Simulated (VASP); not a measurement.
# Hg (P6/mmm) in VASP: notebook, part 2 of 2

VASP 6.6.1. Earlier steps stand in the parts before.

## (3) Relaxation of shape and atoms at fixed volume, PBE+D3(BJ) (26.48 Å³/atom)

This run uses another cell than the first one, of 26.48 Å³/atom.

Input file INCAR:

```
SYSTEM = Hg
PREC     = Accurate       ! precision mode
ENCUT    = 600            ! plane-wave cutoff, eV
EDIFF    = 1E-6           ! SCF threshold, eV
ISMEAR   = 0              ! smearing method
SIGMA    = 0.1            ! smearing width, eV
LREAL    = .FALSE.        ! projectors in reciprocal space
LASPH    = .TRUE.         ! aspherical terms in the spheres
NELM     = 100            ! most SCF steps
ALGO     = Normal         ! electronic algorithm
ISIF     = 4              ! what is computed and relaxed
LWAVE    = .FALSE.        ! write WAVECAR
LCHARG   = .FALSE.        ! write CHGCAR
GGA      = PE             ! functional
IVDW     = 12             ! dispersion correction
IBRION   = 2              ! ionic algorithm
NSW      = 50             ! ionic steps
EDIFFG   = -0.01          ! ionic threshold
```

Input file KPOINTS:

```
Automatic mesh
0
G
  9 9 14
  0 0 0
```

Input file POSCAR:

```
Hg
1.0
    5.3788753659      0.0000000000      0.0000000000
   -2.6894376830      4.6582427107      0.0000000000
    0.0000000000      0.0000000000      3.1699874765
Hg
3
Direct
    0.3333333333      0.6666666667      0.5000000000
    0.0000000000      0.0000000000      0.0000000000
    0.6666666667      0.3333333333      0.5000000000
```

Potentials or basis: VASP PAW PBE potentials, release 64 (Hg).

Command:

```console
$ cat potpaw_PBE.64/Hg/POTCAR > POTCAR
$ mpirun -np 1 vasp_std > vasp.out
```

OUTCAR:

```text
SYSTEM = Hg
   PREC = Accurate
   ENCUT = 600
   EDIFF = 1E-6
   ISMEAR = 0
   LREAL = .FALSE.
   LASPH = .TRUE.
   NELM = 100
   ISIF = 4
   GGA = PE
   IVDW = 12
   IBRION = 2
   NSW = 50
   EDIFFG = -0.01
 IVDW          = 12

 ion  position               nearest neighbor table
   1  0.333  0.667  0.500-   3 3.11   3 3.11   3 3.11   2 3.49   2 3.49   2 3.49   2 3.49   2 3.49
                             2 3.49
   2  0.000  0.000  0.000-   1 3.49   3 3.49   1 3.49   3 3.49   3 3.49   3 3.49   1 3.49   1 3.49
                             3 3.49   3 3.49   1 3.49   1 3.49
   3  0.667  0.333  0.500-   1 3.11   1 3.11   1 3.11   2 3.49   2 3.49   2 3.49   2 3.49   2 3.49
                             2 3.49

  LATTYP: Found a hexagonal cell.
 ALAT       =     5.3788753659
 C/A-ratio  =     0.5893401986

  Lattice vectors:

 A1 = (   5.3788753659,   0.0000000000,   0.0000000000)
 A2 = (  -2.6894376830,   4.6582427107,   0.0000000000)
 A3 = (   0.0000000000,   0.0000000000,   3.1699874765)

Analysis of symmetry for initial positions (statically):
=====================================================================
 Subroutine PRICEL returns:
[... 176 lines left out ...]

 val. band max:        1.9474676877   @ k =   0.0000   0.0000   0.2857
 cond. band min:       2.0259086246   @ k =   0.2222   0.2222   0.4286
 fundamental gap:      0.0784409370
 Fermi energy:         1.9550949138

 k-point     1 :       0.0000    0.0000    0.0000
  band No.  band energies     occupation
      1      -6.2880      2.00000
      2      -5.6045      2.00000
      3      -5.1672      2.00000
      4      -4.9891      2.00000
      5      -4.8240      2.00000
      6      -4.8240      2.00000
[... 589 lines left out ...]
     21       5.5519      0.00000
     22      11.5824      0.00000

 [... further k-points ...]

------------------------ aborting loop because EDIFF is reached ----------------------------------------

 Edisp (eV)   -1.18897

 E8    (eV) :    -0.5403

  FORCE on cell =-STRESS in cart. coord.  units (eV):
  Direction    XX          YY          ZZ          XY          YZ          ZX
  --------------------------------------------------------------------------------------
  -------------------------------------------------------------------------------------
  Total      -0.21323    -0.21323    -0.20028     0.00000    -0.00000    -0.00000
  in kB      -4.30114    -4.30114    -4.03992     0.00000    -0.00000    -0.00000
  external pressure =       -4.21 kB  Pullay stress =        0.00 kB

 VOLUME and BASIS-vectors are now :
 -----------------------------------------------------------------------------
  energy-cutoff  :      600.00
  volume of cell :       79.43
      direct lattice vectors                 reciprocal lattice vectors
     5.378875366  0.000000000  0.000000000     0.185912469  0.107336614  0.000000000
    -2.689437683  4.658242711  0.000000000     0.000000000  0.214673228  0.000000000
     0.000000000  0.000000000  3.169987476     0.000000000  0.000000000  0.315458660

 POSITION                                       TOTAL-FORCE (eV/Angst)
 -----------------------------------------------------------------------------------
     -0.00000      3.10550      1.58499         0.000000      0.000000     -0.000000
      0.00000      0.00000      0.00000        -0.000000      0.000000      0.000000
      2.68944      1.55275      1.58499        -0.000000      0.000000      0.000000
 -----------------------------------------------------------------------------------
    total drift:                               -0.000000      0.000000     -0.000000

  FREE ENERGIE OF THE ION-ELECTRON SYSTEM (eV)
  ---------------------------------------------------
  free  energy   TOTEN  =        -1.6837910581 eV

  energy  without entropy=       -1.6820345999  energy(sigma->0) =       -1.68291283

 reached required accuracy - stopping structural energy minimisation
```

OSZICAR:

```text
N       E                     dE             d eps       ncg     rms          rms(c)
DAV:   1     0.312917994357E+03    0.31292E+03   -0.20051E+04  4224   0.175E+03
DAV:   2     0.949430486818E+01   -0.30342E+03   -0.29040E+03  4344   0.417E+02
DAV:   3    -0.515256641305E+00   -0.10010E+02   -0.99286E+01  4770   0.817E+01
DAV:   4    -0.559435197963E+00   -0.44179E-01   -0.44174E-01  4482   0.471E+00
DAV:   5    -0.559559258038E+00   -0.12406E-03   -0.12406E-03  4974   0.244E-01    0.451E+00
DAV:   6    -0.497654739977E+00    0.61905E-01   -0.18092E-01  4470   0.443E+00    0.345E+00
DAV:   7    -0.494522798051E+00    0.31319E-02   -0.37065E-02  4560   0.165E+00    0.141E+00
DAV:   8    -0.494746884242E+00   -0.22409E-03   -0.49900E-03  4362   0.780E-01    0.109E-01
DAV:   9    -0.494777032061E+00   -0.30148E-04   -0.10715E-04  4932   0.112E-01    0.325E-02
DAV:  10    -0.494817481141E+00   -0.40449E-04   -0.46584E-05  4344   0.623E-02    0.539E-03
DAV:  11    -0.494817900602E+00   -0.41946E-06   -0.16243E-06  3202   0.120E-02
   1 F= -.16837911E+01 E0= -.16829128E+01  d E =-.168379E+01
```

CONTCAR:

```text
Hg
   1.00000000000000
     5.3788753658999999    0.0000000000000000    0.0000000000000000
    -2.6894376830000000    4.6582427106999997    0.0000000000000000
     0.0000000000000000    0.0000000000000000    3.1699874764999998
  Hg
     3
Direct
     0.3333333332999970    0.6666666667000030    0.5000000000000000
     0.0000000000000000    0.0000000000000000    0.0000000000000000
     0.6666666667000030    0.3333333332999970    0.5000000000000000

  0.00000000E+00  0.00000000E+00  0.00000000E+00
  0.00000000E+00  0.00000000E+00  0.00000000E+00
  0.00000000E+00  0.00000000E+00  0.00000000E+00
```

Wall time 2 min (1 thread of AMD EPYC 7R13 (Zen 3), shared host); peak memory 0.32 GiB.

Results:

- Free energy: -1.6838 eV
- Pressure after relaxing: -0.4 GPa
- Band gap on the k mesh: zero (bands 18 and 19 overlap by 3.27 eV)
- Dispersion energy per atom: -0.396 eV

Final structure:
```
Hg
1.0
     5.37888    0.00000    0.00000
    -2.68944    4.65824    0.00000
     0.00000    0.00000    3.16999
Hg
3
Direct
  0.33333 0.66667 0.50000
  0.00000 0.00000 0.00000
  0.66667 0.33333 0.50000
```

Caveat: spin-orbit coupling is left out, which moves the levels of the heavy elements.

## (4) Single point, PBE+D3(BJ) (24.16 Å³/atom)

This run uses another cell than the first one, of 24.16 Å³/atom.

Input file INCAR:

```
  PREC = Accurate
  ENCUT = 550
  EDIFF = 1E-6
  ISMEAR = 0
  SIGMA = 0.1
  LREAL = F
  LASPH = T
  NELM = 120
  ALGO = Normal
  ISIF = 2
  LWAVE = F
  LCHARG = F
  GGA = PE
  IVDW = 12
  NBANDS = 37
  GGA_COMPAT = F
```

Input file KPOINTS:

```
regular mesh
0
Gamma
  9 9 14
```

Input file POSCAR:

```
Hg
1.0
    5.2174106975      0.0000000000      0.0000000000
   -2.6087053488      4.5184102060      0.0000000000
    0.0000000000      0.0000000000      3.0748298568
Hg
3
Direct
    0.3333333333      0.6666666667      0.5000000000
    0.0000000000      0.0000000000      0.0000000000
    0.6666666667      0.3333333333      0.5000000000
```

Potentials or basis: VASP PAW PBE potentials, release 64 (Hg_sv_GW).

Command:

```console
$ cat potpaw_PBE.64/Hg_sv_GW/POTCAR > POTCAR
$ mpirun -np 1 vasp_std > vasp.out
```

OUTCAR:

```text
PREC = Accurate
   ENCUT = 550
   EDIFF = 1E-6
   ISMEAR = 0
   LREAL = F
   LASPH = T
   NELM = 120
   ISIF = 2
   GGA = PE
   IVDW = 12
 IVDW          = 12

 ion  position               nearest neighbor table
   1  0.333  0.667  0.500-   3 3.01   3 3.01   3 3.01
   2  0.000  0.000  0.000-
   3  0.667  0.333  0.500-   1 3.01   1 3.01   1 3.01

  LATTYP: Found a hexagonal cell.
 ALAT       =     5.2174106975
 C/A-ratio  =     0.5893401986

  Lattice vectors:

 A1 = (   5.2174106975,   0.0000000000,   0.0000000000)
[... 1150 lines left out ...]

 Edisp (eV)   -1.30129

 E8    (eV) :    -0.5899

  FORCE on cell =-STRESS in cart. coord.  units (eV):
  Direction    XX          YY          ZZ          XY          YZ          ZX
  --------------------------------------------------------------------------------------
  -------------------------------------------------------------------------------------
  Total       0.76383     0.76383     0.81020    -0.00000    -0.00000     0.00000
  in kB      16.88292    16.88292    17.90784    -0.00000    -0.00000     0.00000
  external pressure =       17.22 kB  Pullay stress =        0.00 kB

 VOLUME and BASIS-vectors are now :
 -----------------------------------------------------------------------------
  energy-cutoff  :      550.00
  volume of cell :       72.49
      direct lattice vectors                 reciprocal lattice vectors
     5.217410698  0.000000000  0.000000000     0.191665954  0.110658390  0.000000000
    -2.608705349  4.518410206  0.000000000     0.000000000  0.221316781  0.000000000
     0.000000000  0.000000000  3.074829857     0.000000000  0.000000000  0.325221247

 POSITION                                       TOTAL-FORCE (eV/Angst)
 -----------------------------------------------------------------------------------
     -0.00000      3.01227      1.53741        -0.000000     -0.000000      0.000000
      0.00000      0.00000      0.00000        -0.000000      0.000000      0.000000
      2.60871      1.50614      1.53741         0.000000      0.000000     -0.000000
 -----------------------------------------------------------------------------------
    total drift:                               -0.000000      0.000000      0.000000

  FREE ENERGIE OF THE ION-ELECTRON SYSTEM (eV)
  ---------------------------------------------------
  free  energy   TOTEN  =        -1.6902070983 eV

  energy  without entropy=       -1.6875926991  energy(sigma->0) =       -1.68889990
```

OSZICAR:

```text
N       E                     dE             d eps       ncg     rms          rms(c)
DAV:   1     0.146366601305E+04    0.14637E+04   -0.37180E+04  7784   0.234E+03
DAV:   2     0.162987643488E+03   -0.13007E+04   -0.12441E+04  7104   0.102E+03
DAV:   3     0.750752350175E+01   -0.15548E+03   -0.15172E+03 10790   0.321E+02
DAV:   4     0.317923628027E-01   -0.74757E+01   -0.74448E+01  9481   0.103E+02
DAV:   5    -0.469457809413E+00   -0.50125E+00   -0.50116E+00 10469   0.228E+01    0.307E+01
DAV:   6    -0.390304947365E+00    0.79153E-01   -0.31418E-01 10493   0.750E+00    0.181E+01
DAV:   7    -0.389872157697E+00    0.43279E-03   -0.59457E-02 10213   0.228E+00    0.114E+00
DAV:   8    -0.388844556059E+00    0.10276E-02   -0.93665E-03 10766   0.146E+00    0.202E-01
DAV:   9    -0.388904819343E+00   -0.60263E-04   -0.21712E-04  8985   0.150E-01    0.379E-02
DAV:  10    -0.388910393609E+00   -0.55743E-05   -0.20085E-05 10295   0.609E-02    0.106E-02
DAV:  11    -0.388912080936E+00   -0.16873E-05   -0.18631E-06  5874   0.185E-02    0.375E-03
DAV:  12    -0.388912186536E+00   -0.10560E-06   -0.35618E-07  4917   0.955E-03
   1 F= -.16902071E+01 E0= -.16888999E+01  d E =-.261440E-02
```

stdout:

```text
POSCAR found type information on POSCAR Hg
 POSCAR found :  1 types and       3 ions
 scaLAPACK will be used
 LDA part: xc-table for (Slater+PW92), standard interpolation
 POSCAR, INCAR and KPOINTS ok, starting setup
 FFT: planning ... GRIDC
 FFT: planning ... GRID_SOFT
 FFT: planning ... GRID
 WAVECAR not read
 entering main loop
```

It took 1.8 min on 1 thread of Intel Xeon 6975P-C (Granite Rapids), shared host; peak memory 0.37 GiB.

What came out:

```
Free energy                : -1.6902 eV
Pressure                   : 1.7 GPa
Band gap on the k mesh     : zero (bands 30 and 31 overlap by 4.27 eV)
Dispersion energy per atom : -0.434 eV
```

Caveat: spin-orbit coupling is left out, which moves the levels of the heavy elements.

## (5) Overview

```tsv
task	potentials or basis	cell	cutoff (eV)	gap on the mesh (eV)	pressure (GPa)
single point	VASP PAW PBE potentials, release 64 (Hg_sv_GW)	a = 5.272, b = 5.272, c = 3.107 Å, angles 90.0, 90.0, 120.0°, 3 atoms	550	none	0.7
relaxation of shape and atoms at fixed volume	VASP PAW PBE potentials, release 64 (Hg)	relaxed from a = 5.379, b = 5.379, c = 3.170 Å, angles 90.0, 90.0, 120.0°, 3 atoms	600	none	-0.4
single point	VASP PAW PBE potentials, release 64 (Hg_sv_GW)	a = 5.217, b = 5.217, c = 3.075 Å, angles 90.0, 90.0, 120.0°, 3 atoms	550	none	1.7
```

Alike in all rows: level PBE+D3(BJ); no spin polarisation; k mesh 9 × 9 × 14; smearing gaussian 0.1 eV.

Caveats: spin-orbit coupling is left out, which moves the levels of the heavy elements.

Absolute energies hang on the potentials; compare differences alone.

The gap in the log of VASP goes by the Fermi energy; the results here count the filled bands.